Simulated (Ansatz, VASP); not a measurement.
## CaO in VASP and in Ansatz

POSCAR

```
CaO
1.0
    2.9691216172      0.0000000000      0.0000000000
    0.0000000000      2.9691216172      0.0000000000
    0.0000000000      0.0000000000      2.9691216172
Ca O
1 1
Direct
    0.0000000000      0.0000000000      0.0000000000
    0.5000000000      0.5000000000      0.5000000000
```

File INCAR.step1:

```
ALGO = Normal
EDIFF = 1E-4
ENCUT = 520
GGA = PE
ISMEAR = 0
LASPH = True
LCHARG = False
LREAL = False
LWAVE = True
NBANDS = 15
NELM = 60
PREC = Accurate
SIGMA = 0.05
```

INCAR.step2

```
ALGO = Normal
EDIFF = 1E-7
ENCUT = 520
ISIF = 2
ISMEAR = 0
ISTART = 1
LASPH = True
LCHARG = False
LMIXTAU = True
LREAL = False
LWAVE = False
METAGGA = R2SCAN
NBANDS = 15
NELM = 60
PREC = Accurate
SIGMA = 0.05
```

The input KPOINTS:

```
k-points
0
Gamma
  8 8 8
```

Input for Ansatz:

```yaml
crystal:
  lattice:
    - [2.9691216172, 0.0, 0.0]
    - [0.0, 2.9691216172, 0.0]
    - [0.0, 0.0, 2.9691216172]
  atoms:
    - { symbol: Ca, position: [0.0, 0.0, 0.0] }
    - { symbol: O, position: [0.5, 0.5, 0.5] }
basis:
  ecutwfc: 500
  ecutrho_ratio: 4
kpoints:
  mp_grid: { grid: [8, 8, 8] }
hamiltonian:
  xc: r2scan
scf:
  occupations: { method: gaussian, width: 0.05 }
output:
  forces: true
  stress: true
  eigenvalues: true
```

Alike in both runs: task single point; functional r2SCAN; k mesh 8 × 8 × 8; occupations gaussian, width 0.05 eV; no spin polarisation.

```csv
,VASP,Ansatz
version,VASP 6.6.1,Ansatz 0.2.0
potentials or method,"VASP PAW PBE potentials, release 64 (Ca_sv, O), cutoff 520 eV","scalar-relativistic, plane waves, PAW"
valence electrons in the cell,16,16
```

|  | VASP | Ansatz | Ansatz less VASP |
| --- | --- | --- | --- |
| gap on the k mesh at the Fermi level (eV) | 3.29 | 3.28 | -0.004 |
| least direct gap on the mesh (eV) | 3.60 | 3.60 | -0.001 |
| pressure (GPa) | -6.3 | -7.1 | -0.80 |

VASP's potentials were made for PBE, not for r2SCAN.
